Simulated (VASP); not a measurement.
InP, 2 atoms in the cell. It takes space group F-43m (No. 216, cubic). The conventional cell has a = 5.914 Å, b = 5.914 Å, c = 5.914 Å, α = 90.00°, β = 90.00°, γ = 90.00°. Within 3.4 Å of In (site symmetry -43m) lie 4 P at 2.56 Å. Within 3.4 Å of P (site symmetry -43m) lie 4 In at 2.56 Å. 

| Item | Value |
| --- | --- |
| Program | VASP 6.6.1 |
| Task | single point |
| Functional | PBE |
| Potentials or basis | VASP PAW PBE potentials, release 64 (In_d, P) |
| Cutoff | 520 eV |
| k mesh | 10 × 10 × 10 |
| Occupations | gaussian, width 0.05 eV |
| Spin | no spin polarisation |
| Dipole correction | no |
| Further INCAR settings | ALGO = Normal; EDIFF = 1e-06; NBANDS = 16 |

Potentials or basis: VASP PAW PBE potentials, release 64 (In_d, P).

The run is started by

```sh
$ cat potpaw_PBE.64/In_d/POTCAR potpaw_PBE.64/P/POTCAR > POTCAR
$ mpirun -np 1 vasp_std > vasp.out
```

Hardware: 1 thread of AMD EPYC 7R13, on a shared host.

Q: Estimate the wall time of this run.

A: Wall time 48 s on 1 thread of AMD EPYC 7R13 (shared host), peak memory 0.16 GiB. Counts: scf iterations 12, k points 47.
